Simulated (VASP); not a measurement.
# Ta4N in VASP: further runs

The runs below take Ta4N through relaxation of the atoms, with PBE.

Everything below comes from runs of VASP 6.6.1. Logs are shortened: lines on timing, memory, paths and dates and some standing lists are left out, and cuts for length are marked.

## (1) The cell of the first run

The cell holds a slab with vacuum, 5 atoms: a = 3.319 Å, b = 3.319 Å, c = 20.300 Å, α = 90.00°, β = 90.00°, γ = 90.00°.

## (2) Relaxation of the atoms, PBE

The input, INCAR:

```
SYSTEM = Ta4N
ALGO = Fast
DIPOL = 0.5 0.5 0.356
EDIFF = 1E-7
EDIFFG = -0.025
ENCUT = 520
GGA = PE
IBRION = 2
IDIPOL = 3
ISIF = 2
ISMEAR = 0
LASPH = .True.
LCHARG = .False.
LDIPOL = .True.
LREAL = .False.
LWAVE = .False.
NELM = 100
NSW = 36
PREC = Accurate
SIGMA = 0.1
```

The input, KPOINTS:

```
k-points
0
Gamma
  8 8 1
  0 0 0
```

The input, POSCAR:

```
Ta4N
1.0
    3.3189671338      0.0000000000      0.0000000000
    0.0000000000      3.3189671338      0.0000000000
    0.0000000000      0.0000000000     20.2996559829
Ta N
4 1
Selective dynamics
Direct
    0.5000000000      0.5000000000      0.1970476743  F F F
    0.0000000000      0.0000000000      0.2787970186  F F F
    0.5000000000      0.5000000000      0.3599139064  F F F
    0.0000000000      0.0000000000      0.4334879365  F F F
    0.0000000000      0.3750000000      0.5113217678  F F T
```

Potentials or basis: VASP PAW PBE potentials, release 64 (Ta_pv, N).

The run is started by

```
> cat potpaw_PBE.64/Ta_pv/POTCAR potpaw_PBE.64/N/POTCAR > POTCAR
> mpirun -np 1 vasp_std > vasp.out
```

OUTCAR:

```text
SYSTEM = Ta4N
   EDIFF = 1E-7
   EDIFFG = -0.025
   ENCUT = 520
   GGA = PE
   IBRION = 2
   ISIF = 2
   ISMEAR = 0
   LASPH = .True.
   LREAL = .False.
   NELM = 100
   NSW = 36
   PREC = Accurate

 ion  position               nearest neighbor table
   1  0.500  0.500  0.197-   2 2.87   2 2.87   2 2.87   2 2.87   3 3.31
   2  0.000  0.000  0.279-   3 2.87   3 2.87   3 2.87   3 2.87   1 2.87   1 2.87   1 2.87   1 2.87
                             4 3.14
   3  0.500  0.500  0.360-   4 2.78   4 2.78   4 2.78   4 2.78   2 2.87   2 2.87   2 2.87   2 2.87
                             1 3.31
   4  0.000  0.000  0.433-   5 2.01   5 2.61   3 2.78   3 2.78   3 2.78   3 2.78   2 3.14
   5  0.000  0.375  0.511-   4 2.01   4 2.61

  LATTYP: Found a simple tetragonal cell.
 ALAT       =     3.3189671338
 C/A-ratio  =     6.1162570054

  Lattice vectors:

 A1 = (   3.3189671338,   0.0000000000,   0.0000000000)
 A2 = (   0.0000000000,   3.3189671338,   0.0000000000)
 A3 = (   0.0000000000,   0.0000000000,  20.2996559829)

Analysis of symmetry for initial positions (statically):
=====================================================================
 Subroutine PRICEL returns:
 Original cell was already a primitive cell.

 Routine SETGRP: Setting up the symmetry group for a
 simple tetragonal supercell.

 Subroutine GETGRP returns: Found  2 space group operations
 (whereof  2 operations were pure point group operations)
 out of a pool of 16 trial point group operations.

The static configuration has the point symmetry C_1h.

Analysis of symmetry for dynamics (positions and initial velocities):
=====================================================================
 Subroutine PRICEL returns:
 Original cell was already a primitive cell.

 Routine SETGRP: Setting up the symmetry group for a
 simple tetragonal supercell.

 Subroutine GETGRP returns: Found  2 space group operations
 (whereof  2 operations were pure point group operations)
 out of a pool of 16 trial point group operations.

The dynamic configuration has the point symmetry C_1h.

Analysis of constrained symmetry for selective dynamics:
=====================================================================
 Subroutine PRICEL returns:
 Original cell was already a primitive cell.

 Routine SETGRP: Setting up the symmetry group for a
 simple tetragonal supercell.

 Subroutine GETGRP returns: Found  2 space group operations
[... 137 lines left out ...]
   LEPSILON=     F    determine dielectric tensor
   LRPA    =     F    only Hartree local field effects (RPA)
 conjugate gradient relaxation of ions
 non-spin polarized calculation
 RMM-DIIS sequential band-by-band and
 Gauss-broadening in eV      SIGMA  =   0.10
  energy-cutoff  :      520.00
  volume of cell :      223.61
 maximum number of plane-waves:      6059
 NGX is ok and might be reduce to    28
   NGX = 13   NGY = 13   NGZ = 75

 dipolmoment           0.000000      0.000000     -0.124999 electrons x Angstroem

--------------------------------------- Ionic step        1  -------------------------------------------

 number of electron      48.9999995 magnetization

 Free energy of the ion-electron system (eV)
  ---------------------------------------------------
  ext. energy  EPLUGINS =         0.00000000
  ---------------------------------------------------
  free energy    TOTEN  =       -50.78736581 eV

  energy without entropy =      -50.76260171  energy(sigma->0) =      -50.77498376

------------------------ aborting loop because EDIFF is reached ----------------------------------------

  FORCE on cell =-STRESS in cart. coord.  units (eV):
  Direction    XX          YY          ZZ          XY          YZ          ZX
  --------------------------------------------------------------------------------------
  -------------------------------------------------------------------------------------
  Total       -0.9245092     -6.3593159     -6.0096971      0.0000000     -0.0812921      0.0000000
  in kB       -6.6241058    -45.5644778    -43.0594608      0.0000000     -0.5824574      0.0000000
  external PRESSURE =     -31.7493481 kB  Pullay stress =       0.0000000 kB
[... 98 lines left out ...]
  FREE ENERGIE OF THE ION-ELECTRON SYSTEM (eV)
  ---------------------------------------------------
  free  energy   TOTEN  =       -51.6007527287 eV

  energy  without entropy=      -51.5778455306  energy(sigma->0) =      -51.58929913

[... ionic steps 4 to 12 ...]

--------------------------------------- Ionic step       13  -------------------------------------------

 number of electron      48.9999995 magnetization

------------------------ aborting loop because EDIFF is reached ----------------------------------------
[... 73 lines left out ...]
--------------------------------------- Ionic step       15  -------------------------------------------

 number of electron      48.9999994 magnetization

 dipolmoment           0.000000      0.000000      0.171336 electrons x Angstroem

 Free energy of the ion-electron system (eV)
  ---------------------------------------------------
  ext. energy  EPLUGINS =         0.00000000
  ---------------------------------------------------
  free energy    TOTEN  =       -51.60078704 eV

  energy without entropy =      -51.57785211  energy(sigma->0) =      -51.58931957

 E-fermi :  -1.3516     XC(G=0):  -5.4874

 val. band max:       -1.4170391036   @ k =   0.0000   0.3750   0.0000
 cond. band min:      -1.3367481148   @ k =   0.2500   0.1250   0.0000
 fundamental gap:      0.0802909888
 Fermi energy:        -1.3516046903

 k-point     1 :       0.0000    0.0000    0.0000
  band No.  band energies     occupation
      1     -36.3076      2.00000
      2     -36.1184      2.00000
      3     -36.1156      2.00000
      4     -35.7800      2.00000
      5     -35.6471      2.00000
      6     -35.6397      2.00000
[... 757 lines left out ...]
     28       0.3429      0.00000
     29       0.8438      0.00000

 [... further k-points ...]

------------------------ aborting loop because EDIFF is reached ----------------------------------------

 vacuum level on the upper side and lower side of the slab       (xc-potential included)         1.358        -1.545

  FORCE on cell =-STRESS in cart. coord.  units (eV):
  Direction    XX          YY          ZZ          XY          YZ          ZX
  --------------------------------------------------------------------------------------
  -------------------------------------------------------------------------------------
  Total       -0.0578464     -1.0017991      1.0390571      0.0000000      4.5734885      0.0000000
  in kB       -0.4144691     -7.1778875      7.4448405      0.0000000     32.7690303      0.0000000
  external PRESSURE =      -0.0491720 kB  Pullay stress =       0.0000000 kB
[... 20 lines left out ...]
  FREE ENERGIE OF THE ION-ELECTRON SYSTEM (eV)
  ---------------------------------------------------
  free  energy   TOTEN  =       -51.6007870382 eV

  energy  without entropy=      -51.5778521068  energy(sigma->0) =      -51.58931957

 reached required accuracy - stopping structural energy minimisation

 vacuum level on the upper side and lower side of the slab         5.477         2.502
```

CONTCAR:

```text
Ta4N
   1.00000000000000
     3.3189671338000002    0.0000000000000000    0.0000000000000000
     0.0000000000000000    3.3189671338000002    0.0000000000000000
     0.0000000000000000    0.0000000000000000   20.2996559828999992
  Ta              N
     4     1
Selective dynamics
Direct
     0.5000000000000000    0.5000000000000000    0.1970476743000020   F   F   F
     0.0000000000000000    0.0000000000000000    0.2787970186000024   F   F   F
     0.5000000000000000    0.5000000000000000    0.3599139064000028   F   F   F
     0.0000000000000000    0.0000000000000000    0.4334879365000006   F   F   F
     0.0000000000000000    0.3750000000000000    0.4957037119918340   F   F   T

  0.00000000E+00  0.00000000E+00  0.00000000E+00
  0.00000000E+00  0.00000000E+00  0.00000000E+00
  0.00000000E+00  0.00000000E+00  0.00000000E+00
  0.00000000E+00  0.00000000E+00  0.00000000E+00
  0.00000000E+00  0.00000000E+00  0.00000000E+00
```

Wall time 39 min (1 thread of Oxide Virtual Turin-like, shared host); peak memory 0.41 GiB.

Results:

```
Free energy               : -51.6008 eV
Energy gained by relaxing : 162.7 meV/atom
Ionic steps               : 15
Band gap on the k mesh    : zero (an odd number of electrons rules out a gap without spin polarisation)
```

Step by step:
```tsv
step	energy change (eV)	largest force on free atoms (eV/Å)	pressure (GPa)
1	0.0000	4.3374	-3.17
2	-0.6984	2.0149	-1.37
3	-0.8134	0.0439	0.04
4	-0.8132	0.0922	-0.05
5	-0.8132	0.0894	-0.05
6	-0.8133	0.0835	-0.05
7	-0.8133	0.0834	-0.05
8	-0.8133	0.0831	-0.05
9	-0.8133	0.0825	-0.05
10	-0.8133	0.0818	-0.05
11	-0.8133	0.0789	-0.05
12	-0.8133	0.0759	-0.04
13	-0.8133	0.0678	-0.04
14	-0.8134	0.0516	-0.03
15	-0.8134	0.0196	0.00
```

Final structure:
```cif
data_structure
_symmetry_space_group_name_H-M 'P 1'
_symmetry_Int_Tables_number 1
_cell_length_a 3.3190
_cell_length_b 3.3190
_cell_length_c 20.2997
_cell_angle_alpha 90.000
_cell_angle_beta 90.000
_cell_angle_gamma 90.000
_cell_volume 223.61
loop_
_atom_site_label
_atom_site_type_symbol
_atom_site_fract_x
_atom_site_fract_y
_atom_site_fract_z
_atom_site_occupancy
Ta1 Ta 0.50000 0.50000 0.19705 1
Ta2 Ta 0.00000 0.00000 0.27880 1
Ta3 Ta 0.50000 0.50000 0.35991 1
Ta4 Ta 0.00000 0.00000 0.43349 1
N1 N 0.00000 0.37500 0.49570 1
```

Caveat: spin-orbit coupling is left out, which moves the levels of the heavy elements.

## (3) Relaxation of the atoms, PBE

The input, INCAR:

```
  PREC = Accurate
  ENCUT = 520
  EDIFF = 1E-6
  ISMEAR = 0
  SIGMA = 0.1
  LREAL = False
  LASPH = True
  NELM = 80
  ALGO = Fast
  ISIF = 2
  LWAVE = False
  LCHARG = False
  LDIPOL = True
  IDIPOL = 3
  DIPOL = 0.5 0.5 0.358
  GGA = PE
  IBRION = 2
  NSW = 36
  EDIFFG = -0.025
```

The input, KPOINTS:

```
Automatic mesh
0
Gamma
  8 8 1
```

POSCAR, as its differences from that of step 2:

```diff
@@ -13,2 +13,2 @@
     0.0000000000      0.0000000000      0.4334879365  F F F
-    0.0000000000      0.3750000000      0.5113217678  F F T
+    0.0000000000      0.2500000000      0.5211741515  F F T
```

Potentials or basis: VASP PAW PBE potentials, release 64 (Ta_pv, N).

The run is started by

```
> cat potpaw_PBE.64/Ta_pv/POTCAR potpaw_PBE.64/N/POTCAR > POTCAR
> mpirun -np 1 vasp_std > vasp.out
```

It took 47 min on 1 thread of Oxide Virtual Turin-like, shared host; peak memory 0.42 GiB.

The run converged. Its results:

```yaml
Free_energy: -50.4587 eV
Energy_gained_by_relaxing: 86.8 meV/atom
Ionic_steps: 15
Band_gap_on_the_k_mesh: zero (an odd number of electrons rules out a gap without spin polarisation)
```

Step by step:
```tsv
step	energy change (eV)	largest force on free atoms (eV/Å)	pressure (GPa)
1	0.0000	3.5260	-2.78
2	-0.4157	0.9487	-1.03
3	-0.4341	0.0431	-0.47
4	-0.4340	0.0728	-0.53
5	-0.4340	0.0674	-0.53
6	-0.4340	0.0636	-0.53
7	-0.4340	0.0625	-0.53
8	-0.4340	0.0621	-0.53
9	-0.4340	0.0627	-0.52
10	-0.4340	0.0601	-0.53
11	-0.4340	0.0594	-0.53
12	-0.4341	0.0558	-0.52
13	-0.4341	0.0490	-0.52
14	-0.4341	0.0341	-0.51
15	-0.4341	0.0019	-0.50
```

Final structure:
```yaml
crystal:
  lattice:
    - [3.31897, 0.00000, 0.00000]
    - [0.00000, 3.31897, 0.00000]
    - [0.00000, 0.00000, 20.29966]
  atoms:
    - { symbol: Ta, position: [0.50000, 0.50000, 0.19705] }
    - { symbol: Ta, position: [0.00000, 0.00000, 0.27880] }
    - { symbol: Ta, position: [0.50000, 0.50000, 0.35991] }
    - { symbol: Ta, position: [0.00000, 0.00000, 0.43349] }
    - { symbol: N, position: [0.00000, 0.25000, 0.51094] }
```

Levels at points of the mesh, in eV from the Fermi level:
```tsv
k point	band 21	band 22	band 23	band 24	band 25	band 26	band 27	band 28
(0.00, 0.00, 0.00)	-1.07	-0.43	-0.08	0.34	0.34	0.57	0.79	1.00
(0.50, 0.00, 0.00)	-1.38	-0.88	-0.71	-0.30	0.33	0.65	1.05	1.19
(0.00, 0.50, 0.00)	-1.41	-0.99	-0.71	-0.60	0.28	0.61	0.96	1.12
(0.50, 0.50, 0.00)	-1.51	-1.48	-0.93	-0.89	0.30	0.40	2.06	2.08
```

Caveat: spin-orbit coupling is left out, which moves the levels of the heavy elements.

The gap in the log of VASP goes by the Fermi energy; the results here count the filled bands.